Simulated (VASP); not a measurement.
# Br (I4_1/amd) in VASP: single point with PBEsol

Aim: the single point of Br with PBEsol.

Everything below comes from runs of VASP 6.6.1. Logs are shortened: lines on timing, memory, paths and dates and some standing lists are left out, and cuts for length are marked.

### Step 1. The cell of the first run

It takes space group I4_1/amd (No. 141, tetragonal). Conventional cell: a = 6.201 Å, b = 6.201 Å, c = 3.383 Å, α = 90.00°, β = 90.00°, γ = 90.00°. Br (site symmetry -4m2) has 10 Br at 3.21 to 4.01 Å within 4.2 Å.

### Step 2. Single point, PBEsol

Input file INCAR:

```
SYSTEM = Br
PREC     = Accurate       ! precision mode
ENCUT    = 520            ! plane-wave cutoff, eV
EDIFF    = 1E-6           ! SCF threshold, eV
ISMEAR   = 0              ! smearing method
SIGMA    = 0.1            ! smearing width, eV
LREAL    = .False.        ! projectors in reciprocal space
LASPH    = .True.         ! aspherical terms in the spheres
NELM     = 80             ! most SCF steps
ALGO     = Normal         ! electronic algorithm
ISIF     = 2              ! what is computed and relaxed
LWAVE    = .False.        ! write WAVECAR
LCHARG   = .False.        ! write CHGCAR
GGA      = PS             ! functional
NBANDS   = 14             ! bands
```

Input file KPOINTS:

```
Automatic mesh
0
Gamma
  6 6 6
  0 0 0
```

Input file POSCAR:

```
Br
1.0
   -3.1004169153      3.1004169153      1.6913346593
    3.1004169153     -3.1004169153      1.6913346593
    3.1004169153      3.1004169153     -1.6913346593
Br
2
Direct
    0.0000000000      0.0000000000      0.0000000000
    0.7500000000      0.2500000000      0.5000000000
```

Potentials or basis: VASP PAW PBE potentials, release 64 (Br).

Launch:

```console
$ cat potpaw_PBE.64/Br/POTCAR > POTCAR
$ mpirun -np 1 vasp_std > vasp.out
```

OUTCAR:

```text
SYSTEM = Br
   PREC = Accurate
   ENCUT = 520
   EDIFF = 1E-6
   ISMEAR = 0
   LREAL = .False.
   LASPH = .True.
   NELM = 80
   ISIF = 2
   GGA = PS

 ion  position               nearest neighbor table
   1  0.000  0.000  0.000-
   2  0.750  0.250  0.500-

  LATTYP: Found a body centered tetragonal cell.
 ALAT       =     6.2008338306
 C/A-ratio  =     0.5455184595

  Lattice vectors:

 A1 = (  -3.1004169153,   3.1004169153,   1.6913346593)
 A2 = (   3.1004169153,  -3.1004169153,   1.6913346593)
 A3 = (   3.1004169153,   3.1004169153,  -1.6913346593)

Analysis of symmetry for initial positions (statically):
=====================================================================
 Subroutine PRICEL returns:
 Original cell was already a primitive cell.

 Routine SETGRP: Setting up the symmetry group for a
 body centered tetragonal supercell.

 Subroutine GETGRP returns: Found 16 space group operations
 (whereof  8 operations were pure point group operations)
 out of a pool of 16 trial point group operations.

The static configuration has the point symmetry D_2d.
 The point group associated with its full space group is D_4h.

Analysis of symmetry for dynamics (positions and initial velocities):
=====================================================================
 Subroutine PRICEL returns:
 Original cell was already a primitive cell.

 Routine SETGRP: Setting up the symmetry group for a
 body centered tetragonal supercell.

 Subroutine GETGRP returns: Found 16 space group operations
 (whereof  8 operations were pure point group operations)
 out of a pool of 16 trial point group operations.

The dynamic configuration has the point symmetry D_2d.
 The point group associated with its full space group is D_4h.

 Subroutine INISYM returns: Found 16 space group operations
 (whereof  8 operations are pure point group operations),
 and found     1 'primitive' translations

----------------------------------------------------------------------------------------

                                     Primitive cell

  volume of cell :      65.0324

  direct lattice vectors                    reciprocal lattice vectors
    -3.100416915  3.100416915  1.691334659     0.000000000  0.161268634  0.295624522
     3.100416915 -3.100416915  1.691334659     0.161268634  0.000000000  0.295624522
     3.100416915  3.100416915 -1.691334659     0.161268634  0.161268634  0.000000000

  length of vectors
     4.699551364  4.699551364  4.699551364     0.336751288  0.336751288  0.228068289

  position of ions in fractional coordinates (direct lattice)
     0.000000000  0.000000000  0.000000000
     0.750000000  0.250000000  0.500000000

  ion indices of the primitive-cell ions
   primitive index   ion index
                 1           1
                 2           2

----------------------------------------------------------------------------------------

 KPOINTS: Automatic mesh

Automatic generation of k-mesh.
 Grid dimensions read from file:
 generate k-points for:    6    6    6

 Generating k-lattice:

  Cartesian coordinates                     Fractional coordinates (reciprocal lattice)
     0.000000000  0.026878106  0.049270754     0.166666667  0.000000000  0.000000000
     0.026878106  0.000000000  0.049270754     0.000000000  0.166666667  0.000000000
     0.026878106  0.026878106  0.000000000     0.000000000  0.000000000  0.166666667

  Length of vectors
     0.056125215  0.056125215  0.038011382

  Shift w.r.t. Gamma in fractional coordinates (k-lattice)
     0.000000000  0.000000000  0.000000000

 Subroutine IBZKPT returns following result:
 ===========================================

 Found     30 irreducible k-points:

 Following reciprocal coordinates:
            Coordinates               Weight
  0.000000  0.000000  0.000000      1.000000
  0.166667  0.000000  0.000000      8.000000
  0.333333 -0.000000  0.000000      8.000000
  0.500000  0.000000 -0.000000      4.000000
  0.166667  0.166667  0.000000      8.000000
  0.333333  0.166667  0.000000     16.000000
[... 16 lines left out ...]
 -0.333333 -0.333333  0.166667      8.000000
 -0.166667 -0.333333  0.166667      8.000000
 [... further k-points ...]
   k-points           NKPTS =     30   k-points in BZ     NKDIM =     30   number of bands    NBANDS=     14
   number of dos      NEDOS =    301   number of ions     NIONS =      2
   total plane-waves  NPLWV =  46656
   dimension x,y,z NGX =    36 NGY =   36 NGZ =   36
   dimension x,y,z NGXF=    72 NGYF=   72 NGZF=   72
   ions per type =               2
   NGX,Y,Z   is equivalent  to a cutoff of  12.73, 12.73, 12.73 a.u.
   NGXF,Y,Z  is equivalent  to a cutoff of  25.47, 25.47, 25.47 a.u.
 SYSTEM =  Br
   PREC   = accura    normal or accurate (medium, high low for compatibility)
   ISTART =      0    job   : 0-new  1-cont  2-samecut
   ICHARG =      2    charge: 1-file 2-atom 10-const
   ISPIN  =      1    spin polarized calculation?
   LNONCOLLINEAR =      F non collinear calculations
   LSORBIT =      F    spin-orbit coupling
   LASPH  =      T    aspherical Exc in radial PAW
   ENCUT  =  520.0 eV  38.22 Ry    6.18 a.u.   8.74  8.74  8.74*2*pi/ulx,y,z
   NELM   =     80;   NELMIN=  2; NELMDL= -5     # of ELM steps
   EDIFF  = 0.1E-05   stopping-criterion for ELM
   LREAL  =      F    real-space projection
   EDIFFG = 0.1E-04   stopping-criterion for IOM
   NSW    =      0    number of steps for IOM
   IBRION =     -1    ionic relax: 0-MD 1-quasi-New 2-CG
   NFREE  =      0    steps in history (QN), initial steepest desc. (CG)
   ISIF   =      2    stress and relaxation
   ISYM   =      2    0-nonsym 1-usesym 2-fastsym
   POTIM  = 0.5000    time-step for ionic-motion
   TEBEG  =    0.0;   TEEND  =   0.0 temperature during run
   PSTRESS=    0.0 pullay stress
   NELECT =      14.0000    total number of electrons
   NUPDOWN=      -1.0000    fix difference up-down
   EMIN   =  10.00;   EMAX   =-10.00  energy-range for DOS
   EFERMI =   0.00;   METHOD = LEGACY
   ISMEAR =     0;   SIGMA  =   0.10  broadening in eV -4-tet -1-fermi 0-gaus
   EFERMI_NEDOS =   21; number of points for ismear=-14 and -15
   IALGO  =     38    algorithm
   IMIX   =      4    mixing-type and parameters
     AMIX     =   0.40;   BMIX     =  1.00
     AMIX_MAG =   1.60;   BMIX_MAG =  1.00
  volume/ion in A,a.u.               =      32.52       219.43
  Fermi-wavevector in a.u.,A,eV,Ry     =   0.981162  1.854128 13.098054  0.962680
  Thomas-Fermi vector in A             =   2.112148
   LORBIT       =      0    0 simple, 1 ext, 2 COOP (PROOUT), +10 PAW based schemes
   GGA     = PS    functional components
   LHFCALC =     F    Hartree Fock is set to
   AEXX    =    0.0000 exact exchange contribution
   IVDW    =     0    specifies the selected vdW correction
   LEPSILON=     F    determine dielectric tensor
   LRPA    =     F    only Hartree local field effects (RPA)
 non-spin polarized calculation
 Gauss-broadening in eV      SIGMA  =   0.10
  energy-cutoff  :      520.00
  volume of cell :       65.03
 maximum number of plane-waves:      1768
   NGX = 17   NGY = 17   NGZ = 17

 number of electron      14.0000004 magnetization

 Free energy of the ion-electron system (eV)
  ---------------------------------------------------
  ext. energy  EPLUGINS =         0.00000000
  ---------------------------------------------------
  free energy    TOTEN  =        -2.49705981 eV

  energy without entropy =       -2.47152515  energy(sigma->0) =       -2.48429248

 E-fermi :  -0.0719     XC(G=0):  -8.4486

 val. band max:       -0.0719950440   @ k =   0.3333   0.1667   0.0000
 cond. band min:      -0.0518039781   @ k =  -0.3333   0.1667  -0.0000
 fundamental gap:      0.0201910658
 Fermi energy:        -0.0719420528

 k-point     1 :       0.0000    0.0000    0.0000
  band No.  band energies     occupation
      1     -14.8797      2.00000
      2     -13.4110      2.00000
      3      -3.0854      2.00000
      4      -3.0854      2.00000
      5      -0.0099      0.38034
      6       0.0107      0.24256
      7       0.0265      0.16393
      8       0.0265      0.16393
      9       5.9899      0.00000
     10       6.2113      0.00000
     11       9.8148      0.00000
     12       9.8496      0.00000
     13      10.7803      0.00000
     14      12.9218      0.00000

 k-point     2 :       0.1667    0.0000    0.0000
  band No.  band energies     occupation
      1     -14.6986      2.00000
      2     -13.3973      2.00000
      3      -3.0229      2.00000
      4      -2.7761      2.00000
      5      -1.1071      2.00000
      6      -0.8392      2.00000
      7      -0.1879      1.89905
      8       0.0482      0.08921
      9       6.5611      0.00000
     10       7.3415      0.00000
     11       9.7031      0.00000
     12      10.2997      0.00000
     13      10.7036      0.00000
     14      11.4687      0.00000

 k-point     3 :       0.3333   -0.0000    0.0000
  band No.  band energies     occupation
      1     -14.2742      2.00000
      2     -13.3947      2.00000
      3      -2.8963      2.00000
      4      -2.8630      2.00000
      5      -2.3732      2.00000
      6      -1.6122      2.00000
      7      -0.6451      2.00000
      8       0.0379      0.12043
      9       7.5000      0.00000
     10       7.8365      0.00000
     11       9.4761      0.00000
     12       9.5455      0.00000
     13      11.3786      0.00000
     14      12.7951      0.00000

 k-point     4 :       0.5000    0.0000   -0.0000
  band No.  band energies     occupation
      1     -13.9983      2.00000
      2     -13.4348      2.00000
      3      -3.5536      2.00000
      4      -2.8202      2.00000
      5      -2.7605      2.00000
      6      -1.2957      2.00000
      7      -0.8492      2.00000
      8      -0.0050      0.34370
      9       7.3921      0.00000
     10       7.6897      0.00000
     11       9.3083      0.00000
     12      11.4730      0.00000
     13      11.7137      0.00000
     14      12.0384      0.00000

 k-point     5 :       0.1667    0.1667    0.0000
  band No.  band energies     occupation
      1     -14.3358      2.00000
      2     -13.3282      2.00000
      3      -2.9395      2.00000
      4      -2.6401      2.00000
      5      -2.2240      2.00000
      6      -2.0952      2.00000
      7      -0.2009      1.93171
      8      -0.1250      1.54693
      9       7.3524      0.00000
     10       7.7892      0.00000
     11       8.7612      0.00000
[... 276 lines left out ...]
 k-point    22 :      -0.1667    0.5000    0.1667
  band No.  band energies     occupation
      1     -14.0458      2.00000
      2     -13.6070      2.00000
      3      -3.2423      2.00000
      4      -3.1783      2.00000
      5      -2.1347      2.00000
      6      -2.0567      2.00000
      7      -0.2390      1.98188
      8       0.2304      0.00002
      9       8.1366      0.00000
     10       8.4388      0.00000
     11      10.2645      0.00000
     12      11.0103      0.00000
     13      11.9994      0.00000
     14      12.6782      0.00000

 k-point    23 :      -0.3333   -0.3333    0.1667
  band No.  band energies     occupation
      1     -14.0093      2.00000
      2     -13.6305      2.00000
      3      -3.4166      2.00000
      4      -3.0838      2.00000
      5      -2.5228      2.00000
      6      -1.9468      2.00000
      7       0.1304      0.00422
      8       0.2103      0.00007
      9       8.3805      0.00000
     10       8.4273      0.00000
     11      11.0589      0.00000
     12      11.2143      0.00000
     13      11.8112      0.00000
     14      12.5691      0.00000

 k-point    24 :      -0.1667   -0.3333    0.1667
  band No.  band energies     occupation
      1     -14.0804      2.00000
      2     -13.3312      2.00000
      3      -3.4785      2.00000
      4      -2.7814      2.00000
      5      -2.5656      2.00000
      6      -2.4414      2.00000
      7      -0.0335      0.58673
      8       0.0499      0.08498
      9       7.7085      0.00000
     10       7.7307      0.00000
     11       9.4902      0.00000
     12      10.3805      0.00000
     13      11.7804      0.00000
     14      12.3691      0.00000

 [... further k-points ...]
[... 5 lines left out ...]
  --------------------------------------------------------------------------------------
  -------------------------------------------------------------------------------------
  Total       -1.4737634     -1.4737634     -1.8439862      0.0000000     -0.0000000      0.0000000
  in kB      -36.3085249    -36.3085249    -45.4295588      0.0000000     -0.0000000      0.0000000
  external PRESSURE =     -39.3488695 kB  Pullay stress =       0.0000000 kB

 VOLUME and BASIS-vectors are now :
 -----------------------------------------------------------------------------
  energy-cutoff  :      520.00
  volume of cell :       65.03
      direct lattice vectors                 reciprocal lattice vectors
    -3.100416915  3.100416915  1.691334659     0.000000000  0.161268634  0.295624522
     3.100416915 -3.100416915  1.691334659     0.161268634  0.000000000  0.295624522
     3.100416915  3.100416915 -1.691334659     0.161268634  0.161268634  0.000000000

 POSITION                                       TOTAL-FORCE (eV/Angst)
 -----------------------------------------------------------------------------------
      0.00000      0.00000      0.00000         0.000000     -0.000000      0.000000
      0.00000      3.10042      0.84567        -0.000000      0.000000     -0.000000
 -----------------------------------------------------------------------------------
    total drift:                               -0.000000      0.000000     -0.000000

  FREE ENERGIE OF THE ION-ELECTRON SYSTEM (eV)
  ---------------------------------------------------
  free  energy   TOTEN  =        -2.4970598149 eV

  energy  without entropy=       -2.4715251534  energy(sigma->0) =       -2.48429248
```

Wall time 23 s (1 thread of Intel Xeon 6975P-C, shared host); peak memory 0.2 GiB.

What came out:

| Quantity | Value |
| --- | --- |
| Free energy | -2.4971 eV |
| Pressure | -3.9 GPa |
| Band gap on the k mesh | zero (band 7 reaches 0.58 eV, above the bottom of band 8 at -0.92 eV) |

Caveat: the PAW data sets were made with another functional, which shifts forces and pressure a little.
